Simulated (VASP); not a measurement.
# Ga2SnSe (I-42d) in VASP: single point with PBE

Aim: the single point of Ga2SnSe with PBE.

Program: VASP 6.6.1. These are calculated values, not measurements. Logs are shortened: lines on timing, memory, paths and dates and some standing lists are left out, and cuts for length are marked.

### 1 The cell of the first run

The structure is tetragonal, space group I-42d (No. 122). Conventional cell: a = 5.944 Å, b = 5.944 Å, c = 12.005 Å, α = 90.00°, β = 90.00°, γ = 90.00°. Within 3.4 Å of Ga (site symmetry 2) lie 2 Se at 2.56 Å and 2 Sn at 2.61 Å. Within 3.4 Å of Sn (site symmetry -4) lie 4 Ga at 2.61 Å. Within 3.4 Å of Se (site symmetry -4) lie 4 Ga at 2.56 Å.

### 2 Single point, PBE (26.51 Å³/atom)

Input file INCAR:

```
ALGO = Normal
EDIFF = 1E-7
ENCUT = 520
GGA = PE
ISIF = 2
ISMEAR = 0
LASPH = T
LCHARG = F
LREAL = F
LWAVE = F
NBANDS = 56
NELM = 60
PREC = Accurate
SIGMA = 0.01
```

Input file KPOINTS:

```
k-points
0
Gamma
  8 8 8
```

Input file POSCAR:

```
Ga2SnSe
1.0
   -2.9721004669      2.9721004669      6.0023016100
    2.9721004669     -2.9721004669      6.0023016100
    2.9721004669      2.9721004669     -6.0023016100
Ga Sn Se
4 2 2
Direct
    0.1318742335      0.1250000000      0.5068742335
    0.6181257665      0.6250000000      0.4931257665
    0.8750000000      0.3818742335      0.0068742335
    0.3750000000      0.8681257665      0.9931257665
    0.0000000000      0.0000000000      0.0000000000
    0.7500000000      0.2500000000      0.5000000000
    0.5000000000      0.5000000000      0.0000000000
    0.2500000000      0.7500000000      0.5000000000
```

Potentials or basis: VASP PAW PBE potentials, release 64 (Ga_d, Sn_d, Se).

On the command line:

```
> cat potpaw_PBE.64/Ga_d/POTCAR potpaw_PBE.64/Sn_d/POTCAR potpaw_PBE.64/Se/POTCAR > POTCAR
> mpirun -np 1 vasp_std > vasp.out
```

OUTCAR:

```text
EDIFF = 1E-7
   ENCUT = 520
   GGA = PE
   ISIF = 2
   ISMEAR = 0
   LASPH = T
   LREAL = F
   NELM = 60
   PREC = Accurate

 ion  position               nearest neighbor table
   1  0.132  0.125  0.507-   7 2.56   8 2.56   5 2.61   6 2.61
   2  0.618  0.625  0.493-   7 2.56   8 2.56   5 2.61   6 2.61
   3  0.875  0.382  0.007-   8 2.56   7 2.56   6 2.61   5 2.61
   4  0.375  0.868  0.993-   7 2.56   8 2.56   6 2.61   5 2.61
   5  0.000  0.000  0.000-   1 2.61   4 2.61   2 2.61   3 2.61
   6  0.750  0.250  0.500-   3 2.61   2 2.61   4 2.61   1 2.61
   7  0.500  0.500  0.000-   1 2.56   2 2.56   4 2.56   3 2.56
   8  0.250  0.750  0.500-   2 2.56   3 2.56   4 2.56   1 2.56

  LATTYP: Found a body centered tetragonal cell.
 ALAT       =     5.9442009338
 C/A-ratio  =     2.0195486919

  Lattice vectors:

 A1 = (  -2.9721004669,   2.9721004669,   6.0023016100)
 A2 = (   2.9721004669,  -2.9721004669,   6.0023016100)
 A3 = (   2.9721004669,   2.9721004669,  -6.0023016100)

Analysis of symmetry for initial positions (statically):
=====================================================================
 Subroutine PRICEL returns:
 Original cell was already a primitive cell.

 Routine SETGRP: Setting up the symmetry group for a
 body centered tetragonal supercell.

 Subroutine GETGRP returns: Found  8 space group operations
 (whereof  4 operations were pure point group operations)
 out of a pool of 16 trial point group operations.

The static configuration has the point symmetry S_4 .
 The point group associated with its full space group is D_2d.

Analysis of symmetry for dynamics (positions and initial velocities):
=====================================================================
 Subroutine PRICEL returns:
 Original cell was already a primitive cell.

 Routine SETGRP: Setting up the symmetry group for a
 body centered tetragonal supercell.

 Subroutine GETGRP returns: Found  8 space group operations
 (whereof  4 operations were pure point group operations)
 out of a pool of 16 trial point group operations.

The dynamic configuration has the point symmetry S_4 .
 The point group associated with its full space group is D_2d.

 Subroutine INISYM returns: Found  8 space group operations
 (whereof  4 operations are pure point group operations),
 and found     1 'primitive' translations

----------------------------------------------------------------------------------------

                                     Primitive cell

[... 108 lines left out ...]
   ISIF   =      2    stress and relaxation
   ISYM   =      2    0-nonsym 1-usesym 2-fastsym
   POTIM  = 0.5000    time-step for ionic-motion
   TEBEG  =    0.0;   TEEND  =   0.0 temperature during run
   PSTRESS=    0.0 pullay stress
   NELECT =      92.0000    total number of electrons
   NUPDOWN=      -1.0000    fix difference up-down
   EMIN   =  10.00;   EMAX   =-10.00  energy-range for DOS
   EFERMI =   0.00;   METHOD = LEGACY
   ISMEAR =     0;   SIGMA  =   0.01  broadening in eV -4-tet -1-fermi 0-gaus
   EFERMI_NEDOS =   21; number of points for ismear=-14 and -15
   IALGO  =     38    algorithm
   IMIX   =      4    mixing-type and parameters
     AMIX     =   0.40;   BMIX     =  1.00
     AMIX_MAG =   1.60;   BMIX_MAG =  1.00
  volume/ion in A,a.u.               =      26.51       178.90
  Fermi-wavevector in a.u.,A,eV,Ry     =   1.239279  2.341898 20.896006  1.535813
  Thomas-Fermi vector in A             =   2.373769
   LORBIT       =      0    0 simple, 1 ext, 2 COOP (PROOUT), +10 PAW based schemes
   GGA     = PE    functional components
   LHFCALC =     F    Hartree Fock is set to
   AEXX    =    0.0000 exact exchange contribution
   IVDW    =     0    specifies the selected vdW correction
   LEPSILON=     F    determine dielectric tensor
   LRPA    =     F    only Hartree local field effects (RPA)
 non-spin polarized calculation
 Gauss-broadening in eV      SIGMA  =   0.01
  energy-cutoff  :      520.00
  volume of cell :      212.08
 maximum number of plane-waves:      5734
   NGX = 27   NGY = 27   NGZ = 27

 number of electron      92.0000011 magnetization

 Free energy of the ion-electron system (eV)
  ---------------------------------------------------
  ext. energy  EPLUGINS =         0.00000000
  ---------------------------------------------------
  free energy    TOTEN  =       -28.00031575 eV

  energy without entropy =      -28.00031573  energy(sigma->0) =      -28.00031574

 E-fermi :   4.1178     XC(G=0):  -9.2408

 val. band max:        4.0874753116   @ k =   0.1250   0.0000  -0.0000
 cond. band min:       4.1447699658   @ k =   0.0000   0.0000   0.0000
 fundamental gap:      0.0572946541
 Fermi energy:         4.1178424064

 k-point     1 :       0.0000    0.0000    0.0000
  band No.  band energies     occupation
      1     -16.6682      2.00000
      2     -16.6682      2.00000
      3     -16.6618      2.00000
      4     -16.6570      2.00000
      5     -16.6570      2.00000
      6     -16.6553      2.00000
[... 1405 lines left out ...]
     55       8.7839      0.00000
     56       8.9792      0.00000

 [... further k-points ...]

------------------------ aborting loop because EDIFF is reached ----------------------------------------

  FORCE on cell =-STRESS in cart. coord.  units (eV):
  Direction    XX          YY          ZZ          XY          YZ          ZX
  --------------------------------------------------------------------------------------
  -------------------------------------------------------------------------------------
  Total        3.8982469      3.8982469      3.8788080      0.0000000      0.0000000      0.0000000
  in kB       29.4493112     29.4493112     29.3024600      0.0000000      0.0000000      0.0000000
  external PRESSURE =      29.4003608 kB  Pullay stress =       0.0000000 kB

 VOLUME and BASIS-vectors are now :
 -----------------------------------------------------------------------------
  energy-cutoff  :      520.00
  volume of cell :      212.08
      direct lattice vectors                 reciprocal lattice vectors
    -2.972100467  2.972100467  6.002301610     0.000000000  0.168231191  0.083301379
     2.972100467 -2.972100467  6.002301610     0.168231191  0.000000000  0.083301379
     2.972100467  2.972100467 -6.002301610     0.168231191  0.168231191  0.000000000

 POSITION                                       TOTAL-FORCE (eV/Angst)
 -----------------------------------------------------------------------------------
      1.48605      1.52691     -1.50058        -0.000000     -0.019920      0.000000
      1.48605      1.44519      4.50173        -0.000000      0.019920      0.000000
     -1.44519      1.48605      7.50288        -0.019920      0.000000      0.000000
      4.41729      1.48605      1.50058         0.019920      0.000000      0.000000
      0.00000      0.00000      0.00000        -0.000000      0.000000     -0.000000
      0.00000      2.97210      3.00115        -0.000000      0.000000      0.000000
      0.00000      0.00000      6.00230        -0.000000      0.000000      0.000000
      2.97210      0.00000      3.00115        -0.000000      0.000000      0.000000
 -----------------------------------------------------------------------------------
    total drift:                                0.000001      0.000001     -0.000010

  FREE ENERGIE OF THE ION-ELECTRON SYSTEM (eV)
  ---------------------------------------------------
  free  energy   TOTEN  =       -28.0003157491 eV

  energy  without entropy=      -28.0003157326  energy(sigma->0) =      -28.00031574
```

stdout:

```text
POSCAR found type information on POSCAR GaSnSe
 POSCAR found :  3 types and       8 ions
 scaLAPACK will be used
 LDA part: xc-table for (Slater+PW92), standard interpolation
 POSCAR, INCAR and KPOINTS ok, starting setup
 FFT: planning ... GRIDC
 FFT: planning ... GRID_SOFT
 FFT: planning ... GRID
 WAVECAR not read
 entering main loop
```

It took 11 min on 1 thread of AMD EPYC 9R45 (Zen 5), shared host; peak memory 0.75 GiB.

What came out:

```
Free energy            : -28.0003 eV
Pressure               : 2.9 GPa
Largest force          : 0.020 eV/Å
Band gap on the k mesh : 0.06 eV (least direct gap 0.13 eV)
```

Forces in eV/Å, atoms in the order of the input:
```
Ga   0.000 -0.020  0.000
Ga   0.000  0.020  0.000
Ga  -0.020  0.000  0.000
Ga   0.020  0.000  0.000
Sn   0.000  0.000  0.000
Sn   0.000  0.000  0.000
Se   0.000  0.000  0.000
Se   0.000  0.000  0.000
```

Levels at points of the mesh, in eV from the valence-band top:
| k point | band 44 | band 45 | band 46 | band 47 | band 48 | band 49 |
| --- | --- | --- | --- | --- | --- | --- |
| (0.00, 0.00, 0.00) | -0.13 | -0.13 | -0.08 | 0.06 | 1.25 | 1.51 |
| (0.50, 0.00, 0.00) | -1.55 | -1.32 | -0.34 | 2.09 | 2.29 | 2.30 |
| (0.50, 0.50, 0.00) | -1.05 | -0.34 | -0.34 | 0.59 | 0.59 | 2.46 |
| (0.50, 0.50, 0.50) | -1.84 | -0.68 | -0.68 | 1.32 | 1.32 | 1.42 |

Caveat: semilocal functionals underestimate gaps, and a narrow one can read as zero; spin-orbit coupling is left out, which moves the levels of the heavy elements.
